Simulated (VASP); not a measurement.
# Li in VASP: a series of runs, part 2 of 2

VASP 6.6.1.

## (3) Single point, r2SCAN (strain -0.030 along x and y, -0.015 along z)

The input, POSCAR:

```
Li
1.0
    0.0000000000      2.1359400000      2.1689700000
    2.1359400000      0.0000000000      2.1689700000
    2.1359400000      2.1359400000      0.0000000000
Li
1
Direct
    0.0000000000      0.0000000000      0.0000000000
```

The input, INCAR.step1:

```
SYSTEM = Li
PREC     = Accurate       ! precision mode
ENCUT    = 830            ! plane-wave cutoff, eV
ISMEAR   = 0              ! smearing method
SIGMA    = 0.15           ! smearing width, eV
LREAL    = .False.        ! projectors in reciprocal space
LASPH    = .True.         ! aspherical terms in the spheres
NELM     = 120            ! most SCF steps
NBANDS   = 8              ! bands
GGA      = PE             ! functional
ALGO     = Normal         ! electronic algorithm
EDIFF    = 1E-5           ! SCF threshold, eV
LWAVE    = .True.         ! write WAVECAR
LCHARG   = .False.        ! write CHGCAR
GGA_COMPAT= .False.
```

The input, INCAR.step2:

```
SYSTEM = Li
PREC     = Accurate       ! precision mode
ENCUT    = 830            ! plane-wave cutoff, eV
EDIFF    = 1E-6           ! SCF threshold, eV
ISMEAR   = 0              ! smearing method
SIGMA    = 0.15           ! smearing width, eV
LREAL    = .False.        ! projectors in reciprocal space
LASPH    = .True.         ! aspherical terms in the spheres
NELM     = 120            ! most SCF steps
ALGO     = Normal         ! electronic algorithm
ISIF     = 2              ! what is computed and relaxed
LWAVE    = .False.        ! write WAVECAR
LCHARG   = .False.        ! write CHGCAR
METAGGA  = R2SCAN         ! meta-GGA
LMIXTAU  = .True.       
NBANDS   = 8              ! bands
ISTART   = 1            
GGA_COMPAT= .False.
```

The input, KPOINTS:

```
Automatic mesh
0
Gamma
  18 18 18
  0 0 0
```

Potentials or basis: VASP PAW PBE potentials, release 64 (Li_sv).

Launch:

```sh
> cat potpaw_PBE.64/Li_sv/POTCAR > POTCAR
> cp INCAR.step1 INCAR
> mpirun -np 1 vasp_std > vasp.out
> cp INCAR.step2 INCAR
> mpirun -np 1 vasp_std > vasp.out
```

OUTCAR:

```text
SYSTEM = Li
   PREC = Accurate
   ENCUT = 830
   EDIFF = 1E-6
   ISMEAR = 0
   LREAL = .False.
   LASPH = .True.
   NELM = 120
   ISIF = 2
   METAGGA = R2SCAN
   ISTART = 1

 ion  position               nearest neighbor table
   1  0.000  0.000  0.000-

  LATTYP: Found a body centered tetragonal cell.
 ALAT       =     3.0206753164
 C/A-ratio  =     1.4360828443

  Lattice vectors:

 A1 = (  -2.1359400000,   0.0000000000,   2.1689700000)
 A2 = (   2.1359400000,   0.0000000000,   2.1689700000)
 A3 = (   0.0000000000,   2.1359400000,  -2.1689700000)

[... 435 lines left out ...]
      1     -47.2950      2.00000
      2      -2.0267      2.00000
      3       9.7879      0.00000
      4      14.1966      0.00000
      5      16.3023      0.00000
      6      20.0319      0.00000
      7      20.7189      0.00000
      8      21.6783      0.00000

 [... further k-points ...]
[... 5 lines left out ...]
  --------------------------------------------------------------------------------------
  -------------------------------------------------------------------------------------
  Total        0.0787037      0.0787037      0.0599988      0.0000000     -0.0000000     -0.0000000
  in kB        6.3715337      6.3715337      4.8572644      0.0000000     -0.0000000     -0.0000000
  external PRESSURE =       5.8667773 kB  Pullay stress =       0.0000000 kB

 VOLUME and BASIS-vectors are now :
 -----------------------------------------------------------------------------
  energy-cutoff  :      830.00
  volume of cell :       19.79
      direct lattice vectors                 reciprocal lattice vectors
     0.000000000  2.135940000  2.168970000    -0.234088973  0.234088973  0.230524166
     2.135940000  0.000000000  2.168970000     0.234088973 -0.234088973  0.230524166
     2.135940000  2.135940000  0.000000000     0.234088973  0.234088973 -0.230524166

 POSITION                                       TOTAL-FORCE (eV/Angst)
 -----------------------------------------------------------------------------------
      0.00000      0.00000      0.00000        -0.000000      0.000000      0.000000
 -----------------------------------------------------------------------------------
    total drift:                               -0.000000     -0.000000     -0.000000

  FREE ENERGIE OF THE ION-ELECTRON SYSTEM (eV)
  ---------------------------------------------------
  free  energy   TOTEN  =        -2.3864863057 eV

  energy  without entropy=       -2.3824361303  energy(sigma->0) =       -2.38446122
```

OSZICAR.step1:

```text
N       E                     dE             d eps       ncg     rms          rms(c)
DAV:   1     0.496753971641E+00    0.49675E+00   -0.94385E+02  7680   0.348E+02
DAV:   2    -0.183778548360E+01   -0.23345E+01   -0.22515E+01 10848   0.403E+01
DAV:   3    -0.191063823116E+01   -0.72853E-01   -0.72842E-01  9032   0.495E+00
DAV:   4    -0.191149989222E+01   -0.86166E-03   -0.86166E-03 11768   0.532E-01
DAV:   5    -0.191150309623E+01   -0.32040E-05   -0.32040E-05  9480   0.231E-02    0.223E-01
DAV:   6    -0.191046161159E+01    0.10415E-02   -0.30987E-04 12432   0.669E-02    0.127E-01
DAV:   7    -0.190995897176E+01    0.50264E-03   -0.72550E-04 11816   0.106E-01    0.282E-02
DAV:   8    -0.190995644801E+01    0.25238E-05   -0.56757E-06  8856   0.213E-02
   1 F= -.19099564E+01 E0= -.19077011E+01  d E =-.451065E-02
```

Wall time 18 min (1 thread of AMD EPYC 7R13, shared host); peak memory 0.23 GiB.

What came out:

```yaml
Free_energy: -2.3865 eV
Pressure: 0.6 GPa
Band_gap_on_the_k_mesh: zero (an odd number of electrons rules out a gap without spin polarisation)
```

Levels at points of the mesh, in eV from the Fermi level:
| k point | band 1 | band 2 | band 3 | band 4 | band 5 |
| --- | --- | --- | --- | --- | --- |
| (0.00, 0.00, 0.00) | -48.01 | -3.93 | 16.22 | 16.22 | 16.24 |
| (0.50, 0.00, 0.00) | -47.99 | -0.02 | 3.21 | 14.09 | 14.40 |
| (0.50, 0.50, 0.00) | -47.98 | 1.55 | 4.96 | 9.59 | 9.59 |
| (0.50, 0.00, 0.50) | -47.98 | 1.77 | 5.17 | 9.31 | 9.39 |

Caveat: the cell differs from its parent crystal (strain -0.030 along x and y, -0.015 along z); the PAW data sets were made with another functional, which shifts forces and pressure a little.
